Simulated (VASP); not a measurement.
Runs of VASP 6.6.1 on Rh. The structure is that of space group P6_3/mmc (No. 194), or close to it. The cells are those of the table. This isn't the form of Rh at room conditions, which is fcc.

```tsv
cell	gap on the mesh (eV)	pressure (GPa)
a = 2.690, b = 2.690, c = 4.296 Å, angles 90.0, 90.0, 120.0°, 2 atoms	none	8.1
a = 2.649, b = 2.649, c = 4.296 Å, angles 90.0, 90.0, 120.0°, 2 atoms	none	18.6
a = 2.690, b = 2.690, c = 4.428 Å, angles 90.0, 90.0, 120.0°, 2 atoms	none	-0.9
a = 2.731, b = 2.731, c = 4.296 Å, angles 90.0, 90.0, 120.0°, 2 atoms	none	(a)
```

Alike in all rows: task single point; level r2SCAN; potentials or basis VASP PAW PBE potentials, release 64 (Rh_pv); no spin polarisation; k mesh 18 × 18 × 12; cutoff (eV) 520; smearing gaussian 0.15 eV.

Question: Fill in the values left out.

Answer: (a) -0.6.

Caveats: the PAW data sets were made with another functional, which shifts forces and pressure a little; the cell stands under pressure (at least some runs); the stress differs along the axes, from -5 to 1 GPa (at least some runs); the stress differs along the axes, from -3 to 4 GPa (at least some runs).

A k mesh can miss the band edges, and the runs leave out spin-orbit coupling on Rh.

A gap of «none» marks levels without a gap at the run's occupations.
